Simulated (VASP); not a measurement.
Input of a VASP 6.6.1 run:

The input INCAR:

```
  PREC = Accurate
  ENCUT = 520
  EDIFF = 1E-7
  ISMEAR = 0
  SIGMA = 0.1
  LREAL = False
  LASPH = True
  NELM = 60
  ALGO = Normal
  ISIF = 2
  LWAVE = False
  LCHARG = False
  GGA = PE
  NBANDS = 22
```

Contents of KPOINTS:

```
Automatic mesh
0
Gamma
  12 12 12
```

The input POSCAR:

```
BeIr3
1.0
    3.7775353880      0.0000000000      0.0000000000
    0.0000000000      3.7775353880      0.0000000000
    0.0000000000      0.0000000000      3.7775353880
Be Ir
1 3
Direct
    0.0000000000      0.0000000000      0.0000000000
    0.0000000000      0.5000000000      0.5000000000
    0.5000000000      0.0000000000      0.5000000000
    0.5000000000      0.5000000000      0.0000000000
```

Potentials or basis: VASP PAW PBE potentials, release 64 (Be, Ir).

Launch:

```sh
$ cat potpaw_PBE.64/Be/POTCAR potpaw_PBE.64/Ir/POTCAR > POTCAR
$ mpirun -np 1 vasp_std > vasp.out
```

Q: Estimate the band gap on the k mesh.

A: Zero (an odd number of electrons rules out a gap without spin polarisation).

Q: Estimate the pressure.

A: 0.4 GPa.

Caveat: spin-orbit coupling is left out, which moves the levels of the heavy elements.
